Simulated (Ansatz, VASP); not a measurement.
# One calculation of PtS2, two programs

```xyz
6
Lattice="3.5414 0.0000 0.0000 -1.7707 3.0670 0.0000 0.0000 0.0000 22.4672" Properties=species:S:1:pos:R:3 pbc="T T T"
S     1.7707    1.0223    4.5000
S     0.0000    2.0447    6.9836
S     0.5902    2.0447   10.4436
S    -1.1805    3.0670   12.9272
Pt    0.0000    0.0000    5.7418
Pt   -1.1805    1.0223   11.6854
```

Alike in both runs: task single point; functional PBE; dispersion D3(BJ); k mesh 9 × 9 × 1; occupations gaussian, width 0.05 eV; no spin polarisation.

|  | VASP | Ansatz |
| --- | --- | --- |
| version | VASP 6.6.1 | Ansatz 0.2.0 |
| potentials or method | VASP PAW PBE potentials, release 64 (S, Pt), cutoff 520 eV | scalar-relativistic, plane waves, PAW |
| valence electrons in the cell | 44 | 60 |

VASP gave:

* gap on the k mesh at the Fermi level (eV): 1.38
* least direct gap on the mesh (eV): 1.49
* rms of the force components (eV/Å): 0.032

Problem. What did Ansatz give for the same quantities?

Solution. gap on the k mesh at the Fermi level (eV): 1.37; least direct gap on the mesh (eV): 1.48; rms of the force components (eV/Å): 0.022.

VASP's potentials hold 44 valence electrons a cell and Ansatz's 60, so a difference there can come from the potentials and not from the codes.

Spin-orbit coupling is off throughout.
